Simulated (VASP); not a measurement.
Crystal: ZnS (Wurtzite-2H).

```
Zn S
1.0
     3.81100    0.00000    0.00000
    -1.90550    3.30042    0.00000
     0.00000    0.00000    6.23400
Zn S
2 2
Direct
  0.66667 0.33333 0.50000
  0.33333 0.66667 0.00000
  0.66667 0.33333 0.88500
  0.33333 0.66667 0.38500
```

Program: VASP 6.6.1. Alike in all runs: task single point; potentials or basis VASP PAW PBE potentials, release 64 (Zn, S); no spin polarisation; cell as given; cutoff (eV) 520; smearing fermi-dirac 0.05 eV.

Order these runs on this cell by their pressure, lowest first.
A. level r2SCAN; k mesh 8 × 8 × 5
B. level BLYP; k mesh 5 × 5 × 3
C. level PBE-based screened hybrid; k mesh 4 × 4 × 3; grid for exact exchange (PRECFOCK) Normal; share of exact exchange 0.1; screening parameter 0.2 1/Å
D. level revPBE; k mesh 5 × 5 × 3
E. level PBEsol+D3(BJ); k mesh 8 × 8 × 5

E (-3.2 GPa), A (0.2 GPa), C (2.3 GPa), D (4.4 GPa), B (6.4 GPa).

Caveats: some runs use coarse meshes; the PAW data sets were made with another functional, which shifts forces and pressure a little; three body term missing (some runs).
